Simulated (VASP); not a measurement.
# Ni (Im-3m) in VASP: relaxation of cell and atoms with PBE

Aim: the relaxation of cell and atoms of Ni with PBE.

Everything below comes from runs of VASP 6.6.1. Logs are shortened: lines on timing, memory, paths and dates and some standing lists are left out, and cuts for length are marked.

## 1. The cell of the first run

It takes space group Im-3m (No. 229, cubic). The conventional cell has a = 2.802 Å, b = 2.802 Å, c = 2.802 Å, α = 90.00°, β = 90.00°, γ = 90.00°. Within 3.2 Å of Ni (site symmetry m-3m) lie 14 Ni at 2.43 to 2.80 Å.

This isn't the form of Ni at room conditions, which is fcc.

## 2. Relaxation of cell and atoms, PBE, collinear spin, ferromagnetic start

INCAR reads:

```
SYSTEM = Ni
PREC = Accurate
ENCUT = 600
EDIFF = 1E-6
ISMEAR = 0
SIGMA = 0.1
LREAL = .FALSE.
LASPH = .TRUE.
NELM = 150
ALGO = Normal
ISIF = 3
LWAVE = .FALSE.
LCHARG = .FALSE.
ISPIN = 2
MAGMOM = 0.66
LORBIT = 11
LMAXMIX = 4
GGA = PE
IBRION = 2
NSW = 100
EDIFFG = -0.01
```

KPOINTS reads:

```
regular mesh
0
G
  28 28 28
  0 0 0
```

POSCAR reads:

```
Ni
1.0
   -1.4009946613      1.4009946613      1.4009946613
    1.4009946613     -1.4009946613      1.4009946613
    1.4009946613      1.4009946613     -1.4009946613
Ni
1
Direct
    0.0000000000      0.0000000000      0.0000000000
```

Potentials or basis: VASP PAW PBE potentials, release 64 (Ni).

The run is started by

```
cat potpaw_PBE.64/Ni/POTCAR > POTCAR
mpirun -np 1 vasp_std > vasp.out
```

OUTCAR:

```text
SYSTEM = Ni
   PREC = Accurate
   ENCUT = 600
   EDIFF = 1E-6
   ISMEAR = 0
   LREAL = .FALSE.
   LASPH = .TRUE.
   NELM = 150
   ISIF = 3
   ISPIN = 2
   LORBIT = 11
   GGA = PE
   IBRION = 2
   NSW = 100
   EDIFFG = -0.01

 ion  position               nearest neighbor table
   1  0.000  0.000  0.000-

  LATTYP: Found a body centered cubic cell.
 ALAT       =     2.8019893226

  Lattice vectors:

 A1 = (  -1.4009946613,   1.4009946613,   1.4009946613)
 A2 = (   1.4009946613,  -1.4009946613,   1.4009946613)
 A3 = (   1.4009946613,   1.4009946613,  -1.4009946613)

Analysis of symmetry for initial positions (statically):
=====================================================================
 Subroutine PRICEL returns:
 Original cell was already a primitive cell.

 Routine SETGRP: Setting up the symmetry group for a
 body centered cubic supercell.

 Subroutine GETGRP returns: Found 48 space group operations
 (whereof 48 operations were pure point group operations)
 out of a pool of 48 trial point group operations.

The static configuration has the point symmetry O_h .

Analysis of symmetry for dynamics (positions and initial velocities):
=====================================================================
 Subroutine PRICEL returns:
 Original cell was already a primitive cell.

 Routine SETGRP: Setting up the symmetry group for a
 body centered cubic supercell.

 Subroutine GETGRP returns: Found 48 space group operations
 (whereof 48 operations were pure point group operations)
 out of a pool of 48 trial point group operations.

The dynamic configuration has the point symmetry O_h .

Analysis of structural, dynamic, and magnetic symmetry:
=====================================================================
 Subroutine PRICEL returns:
 Original cell was already a primitive cell.

 Routine SETGRP: Setting up the symmetry group for a
 body centered cubic supercell.

 Subroutine GETGRP returns: Found 48 space group operations
 (whereof 48 operations were pure point group operations)
 out of a pool of 48 trial point group operations.

The overall configuration has the point symmetry O_h .

 Subroutine INISYM returns: Found 48 space group operations
 (whereof 48 operations are pure point group operations),
 and found     1 'primitive' translations

----------------------------------------------------------------------------------------

                                     Primitive cell

  volume of cell :      10.9994

  direct lattice vectors                    reciprocal lattice vectors
    -1.400994661  1.400994661  1.400994661     0.000000000  0.356889297  0.356889297
     1.400994661 -1.400994661  1.400994661     0.356889297  0.000000000  0.356889297
     1.400994661  1.400994661 -1.400994661     0.356889297  0.356889297  0.000000000

  length of vectors
     2.426593935  2.426593935  2.426593935     0.504717684  0.504717684  0.504717684

  position of ions in fractional coordinates (direct lattice)
     0.000000000  0.000000000  0.000000000

  ion indices of the primitive-cell ions
   primitive index   ion index
                 1           1

----------------------------------------------------------------------------------------

 KPOINTS: regular mesh

Automatic generation of k-mesh.
 Grid dimensions read from file:
 generate k-points for:   28   28   28

 Generating k-lattice:

  Cartesian coordinates                     Fractional coordinates (reciprocal lattice)
     0.000000000  0.012746046  0.012746046     0.035714286  0.000000000  0.000000000
     0.012746046  0.000000000  0.012746046     0.000000000  0.035714286  0.000000000
     0.012746046  0.012746046  0.000000000     0.000000000  0.000000000  0.035714286

  Length of vectors
     0.018025632  0.018025632  0.018025632

  Shift w.r.t. Gamma in fractional coordinates (k-lattice)
     0.000000000  0.000000000  0.000000000

 Subroutine IBZKPT returns following result:
 ===========================================

 Found    624 irreducible k-points:

 Following reciprocal coordinates:
            Coordinates               Weight
  0.000000  0.000000  0.000000      1.000000
  0.035714  0.000000  0.000000     12.000000
  0.071429  0.000000  0.000000     12.000000
  0.107143  0.000000  0.000000     12.000000
  0.142857  0.000000  0.000000     12.000000
  0.178571  0.000000  0.000000     12.000000
[... 16 lines left out ...]
  0.285714  0.035714  0.000000     48.000000
  0.321429  0.035714 -0.000000     48.000000
 [... further k-points ...]
   k-points           NKPTS =    624   k-points in BZ     NKDIM =    624   number of bands    NBANDS=      9
   number of dos      NEDOS =    301   number of ions     NIONS =      1
   total plane-waves  NPLWV =   8000
   dimension x,y,z NGX =    20 NGY =   20 NGZ =   20
   dimension x,y,z NGXF=    40 NGYF=   40 NGZF=   40
   ions per type =               1
   NGX,Y,Z   is equivalent  to a cutoff of  13.70, 13.70, 13.70 a.u.
   NGXF,Y,Z  is equivalent  to a cutoff of  27.40, 27.40, 27.40 a.u.
 SYSTEM =  Ni
   PREC   = accura    normal or accurate (medium, high low for compatibility)
   ISTART =      0    job   : 0-new  1-cont  2-samecut
   ICHARG =      2    charge: 1-file 2-atom 10-const
   ISPIN  =      2    spin polarized calculation?
   LNONCOLLINEAR =      F non collinear calculations
   LSORBIT =      F    spin-orbit coupling
   LASPH  =      T    aspherical Exc in radial PAW
   ENCUT  =  600.0 eV  44.10 Ry    6.64 a.u.   4.85  4.85  4.85*2*pi/ulx,y,z
   NELM   =    150;   NELMIN=  2; NELMDL= -5     # of ELM steps
   EDIFF  = 0.1E-05   stopping-criterion for ELM
   LREAL  =      F    real-space projection
   EDIFFG = -.1E-01   stopping-criterion for IOM
   NSW    =    100    number of steps for IOM
   IBRION =      2    ionic relax: 0-MD 1-quasi-New 2-CG
   NFREE  =      1    steps in history (QN), initial steepest desc. (CG)
   ISIF   =      3    stress and relaxation
   ISYM   =      2    0-nonsym 1-usesym 2-fastsym
   POTIM  = 0.5000    time-step for ionic-motion
   TEBEG  =    0.0;   TEEND  =   0.0 temperature during run
   PSTRESS=    0.0 pullay stress
   NELECT =      10.0000    total number of electrons
   NUPDOWN=      -1.0000    fix difference up-down
   EMIN   =  10.00;   EMAX   =-10.00  energy-range for DOS
   EFERMI =   0.00;   METHOD = LEGACY
   ISMEAR =     0;   SIGMA  =   0.10  broadening in eV -4-tet -1-fermi 0-gaus
   EFERMI_NEDOS =   21; number of points for ismear=-14 and -15
   IALGO  =     38    algorithm
   IMIX   =      4    mixing-type and parameters
     AMIX     =   0.40;   BMIX     =  1.00
     AMIX_MAG =   1.60;   BMIX_MAG =  1.00
  volume/ion in A,a.u.               =      11.00        74.23
  Fermi-wavevector in a.u.,A,eV,Ry     =   1.585934  2.996980 34.221178  2.515186
  Thomas-Fermi vector in A             =   2.685322
   LORBIT       =     11    0 simple, 1 ext, 2 COOP (PROOUT), +10 PAW based schemes
   GGA     = PE    functional components
   LHFCALC =     F    Hartree Fock is set to
   AEXX    =    0.0000 exact exchange contribution
   IVDW    =     0    specifies the selected vdW correction
   LEPSILON=     F    determine dielectric tensor
   LRPA    =     F    only Hartree local field effects (RPA)
 conjugate gradient relaxation of ions
 spin polarized calculation
 Gauss-broadening in eV      SIGMA  =   0.10
  energy-cutoff  :      600.00
  volume of cell :       11.00
 maximum number of plane-waves:       379
   NGX =  9   NGY =  9   NGZ =  9

--------------------------------------- Ionic step        1  -------------------------------------------

 number of electron      10.0000000 magnetization       0.6600000

 number of electron       9.9999992 magnetization       0.5592620

 Free energy of the ion-electron system (eV)
  ---------------------------------------------------
  ext. energy  EPLUGINS =         0.00000000
  ---------------------------------------------------
  free energy    TOTEN  =        -5.38009326 eV

  energy without entropy =       -5.37306389  energy(sigma->0) =       -5.37657858

------------------------ aborting loop because EDIFF is reached ----------------------------------------

  FORCE on cell =-STRESS in cart. coord.  units (eV):
  Direction    XX          YY          ZZ          XY          YZ          ZX
  --------------------------------------------------------------------------------------
  -------------------------------------------------------------------------------------
  Total       -0.0367542     -0.0367542     -0.0367542      0.0000000      0.0000000     -0.0000000
  in kB       -5.3536339     -5.3536339     -5.3536339      0.0000000      0.0000000     -0.0000000
  external PRESSURE =      -5.3536339 kB  Pullay stress =       0.0000000 kB
[... 55 lines left out ...]
  energy  without entropy=       -5.3730492151  energy(sigma->0) =       -5.37655133

--------------------------------------- Ionic step        3  -------------------------------------------

 number of electron       9.9999993 magnetization       0.5596362

 Free energy of the ion-electron system (eV)
  ---------------------------------------------------
  ext. energy  EPLUGINS =         0.00000000
  ---------------------------------------------------
  free energy    TOTEN  =        -5.38012092 eV

  energy without entropy =       -5.37310547  energy(sigma->0) =       -5.37661320

 E-fermi :   9.1193     XC(G=0): -13.1980

 val. band max:        9.1169298245   @ k =  -0.2857   0.3929   0.1429
 cond. band min:       9.1194498610   @ k =  -0.3929  -0.4286   0.2143
 fundamental gap:      0.0025200365
 Fermi energy:         9.1192950954

 spin component 1

 k-point     1 :       0.0000    0.0000    0.0000
  band No.  band energies     occupation
      1       0.3001      1.00000
      2       6.8538      1.00000
      3       6.8538      1.00000
      4       6.8538      1.00000
      5       8.2613      1.00000
      6       8.2613      1.00000
      7      35.4936      0.00000
      8      35.4936      0.00000
      9      35.4936      0.00000
[... 265 lines left out ...]
 k-point    24 :       0.3214    0.0357   -0.0000
  band No.  band energies     occupation
      1       3.9823      1.00000
      2       6.1580      1.00000
      3       7.1214      1.00000
      4       8.0920      1.00000
      5       8.3766      1.00000
      6       8.5359      1.00000
      7      20.3895      0.00000
      8      29.0362      0.00000
      9      30.4104      0.00000

 [... further k-points ...]

 spin component 2

 k-point     1 :       0.0000    0.0000    0.0000
  band No.  band energies     occupation
      1       0.2862      1.00000
      2       7.5396      1.00000
      3       7.5396      1.00000
      4       7.5396      1.00000
      5       8.7407      1.00000
      6       8.7407      1.00000
      7      35.3913      0.00000
      8      35.3913      0.00000
      9      35.3913      0.00000
[... 304 lines left out ...]
  FREE ENERGIE OF THE ION-ELECTRON SYSTEM (eV)
  ---------------------------------------------------
  free  energy   TOTEN  =        -5.3801209247 eV

  energy  without entropy=       -5.3731054701  energy(sigma->0) =       -5.37661320

 reached required accuracy - stopping structural energy minimisation

 total charge

# of ion       s       p       d       tot
------------------------------------------
    1        0.488   0.481   8.331   9.299

 magnetization (x)

# of ion       s       p       d       tot
------------------------------------------
    1       -0.004  -0.017   0.589   0.568
```

It took 1.7 min on 1 thread of Intel Xeon 6975P-C (Granite Rapids), shared host; peak memory 0.26 GiB.

What came out:

```yaml
Free_energy: -5.3801 eV
Relaxed_volume: 10.98 Å³/atom
Relaxed_cell: a = 2.425 Å, b = 2.425 Å, c = 2.425 Å, α = 109.47°, β = 109.47°, γ = 109.47°
Space_group_after_relaxing_to_0.1_Å: Im-3m (No. 229)
Energy_gained_by_relaxing: 0.0 meV/atom
Ionic_steps: 3
Pressure_after_relaxing: 0.0 GPa
Net_moment: 0.56 μB per cell
Site_moments: Ni +0.57 μB
Valence_electrons_inside_the_program's_atomic_spheres: Ni 9.30
```

Final structure:
```
Ni
1.0
    -1.39999    1.39999    1.39999
     1.39999   -1.39999    1.39999
     1.39999    1.39999   -1.39999
Ni
1
Cartesian
  0.0000 0.0000 0.0000
```

Levels at points of the mesh, in eV from the Fermi level:
Spin up:
| k point | band 3 | band 4 | band 5 | band 6 | band 7 | band 8 |
| --- | --- | --- | --- | --- | --- | --- |
| (0.00, 0.00, 0.00) | -2.27 | -2.27 | -0.86 | -0.86 | 26.37 | 26.37 |
| (0.50, 0.00, 0.00) | -0.94 | -0.71 | -0.06 | 0.30 | 6.42 | 19.04 |
| (0.50, 0.50, 0.50) | -0.28 | -0.28 | -0.28 | 9.74 | 9.74 | 9.74 |
Spin down:
```
           k point  band 3  band 4  band 5  band 6  band 7  band 8
(0.00, 0.00, 0.00)   -1.58   -1.58   -0.38   -0.38   26.27   26.27
(0.50, 0.00, 0.00)   -0.39   -0.22    0.26    0.72    6.77   18.97
(0.50, 0.50, 0.50)    0.50    0.50    0.50    9.77    9.77    9.77
```
